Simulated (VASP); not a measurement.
# Ti (Fm-3m) in VASP: a series of runs

Ti is run at these levels: PBEsol, r2SCAN, PBE; tasks: electric field gradients.

All numbers are computed with VASP 6.6.1; they aren't measurements. Logs are shortened: lines on timing, memory, paths and dates and some standing lists are left out, and cuts for length are marked.

## 1. The cell of the first run

The structure is cubic, space group Fm-3m (No. 225). The conventional cell has a = 4.060 Å, b = 4.060 Å, c = 4.060 Å, α = 90.00°, β = 90.00°, γ = 90.00°. Within 3.8 Å of Ti (site symmetry m-3m) lie 12 Ti at 2.87 Å.

## 2. Electric field gradients, PBEsol

File INCAR:

```
  PREC = Accurate
  ENCUT = 520
  EDIFF = 1E-8
  ISMEAR = -1
  SIGMA = 0.05
  LREAL = False
  LASPH = True
  NELM = 60
  ALGO = Normal
  ISIF = 2
  LWAVE = False
  LCHARG = False
  GGA = PS
  LEFG = True
  NBANDS = 12
```

File KPOINTS:

```
Automatic mesh
0
Gamma
  15 15 15
```

File POSCAR:

```
Ti
1.0
    0.0000000000      2.0300000000      2.0300000000
    2.0300000000      0.0000000000      2.0300000000
    2.0300000000      2.0300000000      0.0000000000
Ti
1
Direct
    0.0000000000      0.0000000000      0.0000000000
```

Potentials or basis: VASP PAW PBE potentials, release 64 (Ti_sv).

Launch:

```bash
$ cat potpaw_PBE.64/Ti_sv/POTCAR > POTCAR
$ mpirun -np 1 vasp_std > vasp.out
```

OUTCAR:

```text
PREC = Accurate
   ENCUT = 520
   EDIFF = 1E-8
   ISMEAR = -1
   LREAL = False
   LASPH = True
   NELM = 60
   ISIF = 2
   GGA = PS

 ion  position               nearest neighbor table
   1  0.000  0.000  0.000-

  LATTYP: Found a face centered cubic cell.
 ALAT       =     4.0600000000

  Lattice vectors:

 A1 = (   0.0000000000,   2.0300000000,   2.0300000000)
 A2 = (   2.0300000000,   0.0000000000,   2.0300000000)
 A3 = (   2.0300000000,   2.0300000000,   0.0000000000)

Analysis of symmetry for initial positions (statically):
=====================================================================
 Subroutine PRICEL returns:
 Original cell was already a primitive cell.

 Routine SETGRP: Setting up the symmetry group for a
 face centered cubic supercell.

 Subroutine GETGRP returns: Found 48 space group operations
 (whereof 48 operations were pure point group operations)
 out of a pool of 48 trial point group operations.

The static configuration has the point symmetry O_h .

Analysis of symmetry for dynamics (positions and initial velocities):
=====================================================================
 Subroutine PRICEL returns:
 Original cell was already a primitive cell.

 Routine SETGRP: Setting up the symmetry group for a
 face centered cubic supercell.

 Subroutine GETGRP returns: Found 48 space group operations
 (whereof 48 operations were pure point group operations)
 out of a pool of 48 trial point group operations.

The dynamic configuration has the point symmetry O_h .

 Subroutine INISYM returns: Found 48 space group operations
 (whereof 48 operations are pure point group operations),
 and found     1 'primitive' translations

----------------------------------------------------------------------------------------

                                     Primitive cell

  volume of cell :      16.7309

  direct lattice vectors                    reciprocal lattice vectors
     0.000000000  2.030000000  2.030000000    -0.246305419  0.246305419  0.246305419
     2.030000000  0.000000000  2.030000000     0.246305419 -0.246305419  0.246305419
     2.030000000  2.030000000  0.000000000     0.246305419  0.246305419 -0.246305419

  length of vectors
     2.870853532  2.870853532  2.870853532     0.426613499  0.426613499  0.426613499

  position of ions in fractional coordinates (direct lattice)
     0.000000000  0.000000000  0.000000000

  ion indices of the primitive-cell ions
   primitive index   ion index
                 1           1

----------------------------------------------------------------------------------------

 KPOINTS: Automatic mesh

Automatic generation of k-mesh.
 Grid dimensions read from file:
 generate k-points for:   15   15   15

 Generating k-lattice:

  Cartesian coordinates                     Fractional coordinates (reciprocal lattice)
    -0.016420361  0.016420361  0.016420361     0.066666667  0.000000000  0.000000000
     0.016420361 -0.016420361  0.016420361     0.000000000  0.066666667  0.000000000
     0.016420361  0.016420361 -0.016420361     0.000000000  0.000000000  0.066666667

  Length of vectors
     0.028440900  0.028440900  0.028440900

  Shift w.r.t. Gamma in fractional coordinates (k-lattice)
     0.000000000  0.000000000  0.000000000

 Subroutine IBZKPT returns following result:
 ===========================================

 Found    120 irreducible k-points:

 Following reciprocal coordinates:
            Coordinates               Weight
  0.000000  0.000000  0.000000      1.000000
  0.066667  0.000000  0.000000      8.000000
  0.133333  0.000000  0.000000      8.000000
  0.200000  0.000000  0.000000      8.000000
  0.266667  0.000000  0.000000      8.000000
  0.333333  0.000000  0.000000      8.000000
[... 16 lines left out ...]
  0.133333  0.133333  0.000000      6.000000
  0.200000  0.133333  0.000000     24.000000
 [... further k-points ...]
   k-points           NKPTS =    120   k-points in BZ     NKDIM =    120   number of bands    NBANDS=     12
   number of dos      NEDOS =    301   number of ions     NIONS =      1
   total plane-waves  NPLWV =  13824
   dimension x,y,z NGX =    24 NGY =   24 NGZ =   24
   dimension x,y,z NGXF=    48 NGYF=   48 NGZF=   48
   ions per type =               1
   NGX,Y,Z   is equivalent  to a cutoff of  13.90, 13.90, 13.90 a.u.
   NGXF,Y,Z  is equivalent  to a cutoff of  27.80, 27.80, 27.80 a.u.
 SYSTEM =  unknown system
   PREC   = accura    normal or accurate (medium, high low for compatibility)
   ISTART =      0    job   : 0-new  1-cont  2-samecut
   ICHARG =      2    charge: 1-file 2-atom 10-const
   ISPIN  =      1    spin polarized calculation?
   LNONCOLLINEAR =      F non collinear calculations
   LSORBIT =      F    spin-orbit coupling
   LASPH  =      T    aspherical Exc in radial PAW
   ENCUT  =  520.0 eV  38.22 Ry    6.18 a.u.   5.34  5.34  5.34*2*pi/ulx,y,z
   NELM   =     60;   NELMIN=  2; NELMDL= -5     # of ELM steps
   EDIFF  = 0.1E-07   stopping-criterion for ELM
   LREAL  =      F    real-space projection
   EDIFFG = 0.1E-06   stopping-criterion for IOM
   NSW    =      0    number of steps for IOM
   IBRION =     -1    ionic relax: 0-MD 1-quasi-New 2-CG
   NFREE  =      0    steps in history (QN), initial steepest desc. (CG)
   ISIF   =      2    stress and relaxation
   ISYM   =      2    0-nonsym 1-usesym 2-fastsym
   POTIM  = 0.5000    time-step for ionic-motion
   TEBEG  =    0.0;   TEEND  =   0.0 temperature during run
   PSTRESS=    0.0 pullay stress
   NELECT =      12.0000    total number of electrons
   NUPDOWN=      -1.0000    fix difference up-down
   EMIN   =  10.00;   EMAX   =-10.00  energy-range for DOS
   EFERMI =   0.00;   METHOD = LEGACY
   ISMEAR =    -1;   SIGMA  =   0.05  broadening in eV -4-tet -1-fermi 0-gaus
   EFERMI_NEDOS =   21; number of points for ismear=-14 and -15
   IALGO  =     38    algorithm
   IMIX   =      4    mixing-type and parameters
     AMIX     =   0.40;   BMIX     =  1.00
     AMIX_MAG =   1.60;   BMIX_MAG =  1.00
  volume/ion in A,a.u.               =      16.73       112.91
  Fermi-wavevector in a.u.,A,eV,Ry     =   1.465421  2.769245 29.217967  2.147460
  Thomas-Fermi vector in A             =   2.581280
   LORBIT       =      0    0 simple, 1 ext, 2 COOP (PROOUT), +10 PAW based schemes
   GGA     = PS    functional components
   LHFCALC =     F    Hartree Fock is set to
   AEXX    =    0.0000 exact exchange contribution
   IVDW    =     0    specifies the selected vdW correction
   LEPSILON=     F    determine dielectric tensor
   LRPA    =     F    only Hartree local field effects (RPA)
 non-spin polarized calculation
  energy-cutoff  :      520.00
  volume of cell :       16.73
 maximum number of plane-waves:       463
 NGX is ok and might be reduce to    24
   NGX = 11   NGY = 11   NGZ = 11

 number of electron      12.0000002 magnetization

 Free energy of the ion-electron system (eV)
  ---------------------------------------------------
  ext. energy  EPLUGINS =         0.00000000
  ---------------------------------------------------
  free energy    TOTEN  =        -8.29022444 eV

  energy without entropy =       -8.27649458  energy(sigma->0) =       -8.28335951

 E-fermi :   8.4971     XC(G=0): -11.8165

 val. band max:        8.4907316584   @ k =   0.2667   0.0667   0.0000
 cond. band min:       8.5107192140   @ k =   0.3333   0.0000   0.0000
 fundamental gap:      0.0199875557
 Fermi energy:         8.4970510953

 k-point     1 :       0.0000    0.0000    0.0000
  band No.  band energies     occupation
      1     -47.9259      2.00000
      2     -23.8331      2.00000
      3     -23.8331      2.00000
      4     -23.8331      2.00000
      5       2.3099      2.00000
      6       9.3903      0.00000
      7       9.3903      0.00000
      8       9.3903      0.00000
      9      11.0993      0.00000
     10      11.0993      0.00000
     11      23.9694      0.00000
     12      28.5875      0.00000

 k-point     2 :       0.0667    0.0000    0.0000
  band No.  band energies     occupation
      1     -47.9197      2.00000
      2     -23.8675      2.00000
      3     -23.8373      2.00000
      4     -23.8373      2.00000
      5       2.4592      2.00000
      6       9.2967      0.00000
      7       9.4449      0.00000
      8       9.4449      0.00000
      9      11.0635      0.00000
     10      11.0635      0.00000
     11      24.1019      0.00000
     12      27.4747      0.00000

 k-point     3 :       0.1333    0.0000    0.0000
  band No.  band energies     occupation
      1     -47.9022      2.00000
      2     -23.9641      2.00000
      3     -23.8493      2.00000
      4     -23.8493      2.00000
      5       2.8913      2.00000
      6       9.0528      0.00003
      7       9.5757      0.00000
      8       9.5757      0.00000
      9      10.9969      0.00000
     10      10.9969      0.00000
     11      24.2584      0.00000
     12      25.7134      0.00000

 k-point     4 :       0.2000    0.0000    0.0000
  band No.  band energies     occupation
      1     -47.8762      2.00000
      2     -24.1045      2.00000
      3     -23.8670      2.00000
      4     -23.8670      2.00000
      5       3.5557      2.00000
      6       8.7525      0.01200
      7       9.6742      0.00000
      8       9.6742      0.00000
      9      11.0232      0.00000
     10      11.0232      0.00000
     11      23.1823      0.00000
     12      25.0049      0.00000

 k-point     5 :       0.2667    0.0000    0.0000
  band No.  band energies     occupation
      1     -47.8463      2.00000
      2     -24.2632      2.00000
      3     -23.8871      2.00000
      4     -23.8871      2.00000
      5       4.3516      2.00000
      6       8.5222      0.75391
      7       9.6310      0.00000
      8       9.6310      0.00000
      9      11.2567      0.00000
     10      11.2567      0.00000
     11      21.3745      0.00000
     12      24.6595      0.00000
[... 228 lines left out ...]
      1     -47.8894      2.00000
      2     -24.0202      2.00000
      3     -23.8809      2.00000
      4     -23.8485      2.00000
      5       3.2140      2.00000
      6       8.8733      0.00108
      7       9.6441      0.00000
      8       9.6869      0.00000
      9      10.7628      0.00000
     10      11.1788      0.00000
     11      24.1978      0.00000
     12      25.1143      0.00000

 k-point    22 :      -0.0667    0.0667    0.0000
  band No.  band energies     occupation
      1     -47.9097      2.00000
      2     -23.9154      2.00000
      3     -23.8569      2.00000
      4     -23.8387      2.00000
      5       2.7027      2.00000
      6       9.1413      0.00001
      7       9.5270      0.00000
      8       9.5414      0.00000
      9      10.9145      0.00000
     10      11.1140      0.00000
     11      24.2752      0.00000
     12      26.4957      0.00000

 k-point    23 :       0.1333    0.1333    0.0000
  band No.  band energies     occupation
      1     -47.8943      2.00000
      2     -23.9606      2.00000
      3     -23.8778      2.00000
      4     -23.8778      2.00000
      5       3.0799      2.00000
      6       8.8324      0.00244
      7       9.7468      0.00000
      8       9.7468      0.00000
      9      10.5523      0.00000
     10      11.2728      0.00000
     11      24.6416      0.00000
     12      26.3506      0.00000

 k-point    24 :       0.2000    0.1333    0.0000
  band No.  band energies     occupation
      1     -47.8750      2.00000
      2     -24.0518      2.00000
      3     -23.9005      2.00000
      4     -23.8944      2.00000
      5       3.5682      2.00000
      6       8.5629      0.42253
      7       9.8493      0.00000
      8       9.9221      0.00000
      9      10.4182      0.00000
     10      11.3632      0.00000
     11      24.5537      0.00000
     12      25.2643      0.00000

 [... further k-points ...]
[... 5 lines left out ...]
  --------------------------------------------------------------------------------------
  -------------------------------------------------------------------------------------
  Total       -0.0550574     -0.0550574     -0.0550574      0.0000000      0.0000000     -0.0000000
  in kB       -5.2723958     -5.2723958     -5.2723958      0.0000000      0.0000000     -0.0000000
  external PRESSURE =      -5.2723958 kB  Pullay stress =       0.0000000 kB

 VOLUME and BASIS-vectors are now :
 -----------------------------------------------------------------------------
  energy-cutoff  :      520.00
  volume of cell :       16.73
      direct lattice vectors                 reciprocal lattice vectors
     0.000000000  2.030000000  2.030000000    -0.246305419  0.246305419  0.246305419
     2.030000000  0.000000000  2.030000000     0.246305419 -0.246305419  0.246305419
     2.030000000  2.030000000  0.000000000     0.246305419  0.246305419 -0.246305419

 POSITION                                       TOTAL-FORCE (eV/Angst)
 -----------------------------------------------------------------------------------
      0.00000      0.00000      0.00000        -0.000000     -0.000000     -0.000000
 -----------------------------------------------------------------------------------
    total drift:                               -0.000000     -0.000000     -0.000000

  FREE ENERGIE OF THE ION-ELECTRON SYSTEM (eV)
  ---------------------------------------------------
  free  energy   TOTEN  =        -8.2902244425 eV

  energy  without entropy=       -8.2764945826  energy(sigma->0) =       -8.28335951

 Electric field gradients (V/A^2)
---------------------------------------------------------------------
 ion       V_xx      V_yy      V_zz      V_xy      V_xz      V_yz
---------------------------------------------------------------------
   1       0.000     0.000     0.000    -0.001    -0.001    -0.001
---------------------------------------------------------------------

 Electric field gradients after diagonalization (V/A^2)
 (convention: |V_zz| > |V_xx| > |V_yy|)
----------------------------------------------------------------------
 ion       V_xx      V_yy      V_zz     asymmetry (V_yy - V_xx)/ V_zz
----------------------------------------------------------------------
   1       0.001     0.001    -0.001       0.000
----------------------------------------------------------------------

           NMR quadrupolar parameters

 Cq : quadrupolar parameter    Cq=e*Q*V_zz/h
 eta: asymmetry parameters     (V_yy - V_xx)/ V_zz
 Q  : nuclear electric quadrupole moment in mb (millibarn)
----------------------------------------------------------------------
 ion       Cq(MHz)       eta       Q (mb)
----------------------------------------------------------------------
   1      -0.000       0.000       1.000
----------------------------------------------------------------------
```

It took 36 s on 1 thread of AMD EPYC 7R43 (Zen 3), shared host; peak memory 0.11 GiB.

Results:

```
Free energy            : -8.2902 eV
Pressure               : -0.5 GPa
Band gap on the k mesh : zero (band 6 reaches 9.39 eV, above the bottom of band 7 at 8.21 eV)
```

Caveat: without QUAD_EFG the Cq values of the log hold for a quadrupole moment of 1 mb, not for the nuclei; the PAW data sets were made with another functional, which shifts forces and pressure a little.

[end of part 1 of 3]
